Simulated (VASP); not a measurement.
Write the native input for VASP 6.6.1 that does the following.

```yaml
Task: single point
Functional: PBE0
Potentials_or_basis: VASP PAW PBE potentials, release 64 (Si)
Cutoff: 520 eV
k_mesh: 6 × 6 × 6
Occupations: fermi-dirac, width 0.05 eV
Spin: no spin polarisation
Dipole_correction: no
Grid_for_exact_exchange_PRECFOCK: Normal
Further_INCAR_settings: ALGO = Normal; EDIFF = 1e-07; NBANDS = 11
Share_of_exact_exchange: 0.25
```

The system is Si.

```xyz
2
Lattice="0.0000 2.7036 2.7036 2.7036 0.0000 2.7036 2.7036 2.7036 0.0000" Properties=species:S:1:pos:R:3 pbc="T T T"
Si    2.7036    2.7036    2.7036
Si    4.0554    4.0554    4.0554
```

One way to write it, as run:

POSCAR

```
Si
1.0
    0.0000000000      2.7035831784      2.7035831784
    2.7035831784      0.0000000000      2.7035831784
    2.7035831784      2.7035831784      0.0000000000
Si
2
Direct
    0.5000000000      0.5000000000      0.5000000000
    0.7500000000      0.7500000000      0.7500000000
```

INCAR.step1

```
SYSTEM = Si
PREC = Accurate
ENCUT = 520
EDIFF = 1E-5
ISMEAR = -1
SIGMA = 0.05
LREAL = .False.
LASPH = .True.
NELM = 60
ALGO = Normal
ISIF = 2
LWAVE = .True.
LCHARG = .False.
NBANDS = 11
GGA = PE
```

INCAR.step2

```
SYSTEM = Si
PREC = Accurate
ENCUT = 520
EDIFF = 1E-7
ISMEAR = -1
SIGMA = 0.05
LREAL = .False.
LASPH = .True.
NELM = 60
ALGO = Normal
ISIF = 2
LWAVE = .False.
LCHARG = .False.
GGA = PE
LHFCALC = .True.
AEXX = 0.25
PRECFOCK = Normal
NBANDS = 11
ISTART = 1
```

KPOINTS

```
regular mesh
0
Gamma
  6 6 6
  0 0 0
```

Potentials or basis: VASP PAW PBE potentials, release 64 (Si).

The run is started by

```sh
$ cat potpaw_PBE.64/Si/POTCAR > POTCAR
$ cp INCAR.step1 INCAR
$ mpirun -np 1 vasp_std > vasp.out
$ cp INCAR.step2 INCAR
$ mpirun -np 1 vasp_std > vasp.out
```

Results of the run:

The pressure is 1.4 GPa and the band gap on the k mesh is 1.95 eV (least direct gap 4.02 eV).

Caveat: the PAW data sets were made with another functional, which shifts forces and pressure a little.

Run time: 13 min on 1 thread of Intel(R) Xeon(R) Platinum 8259CL CPU @ 2.50GHz (Skylake/Cascade Lake), on a shared host, peak memory 0.17 GiB.
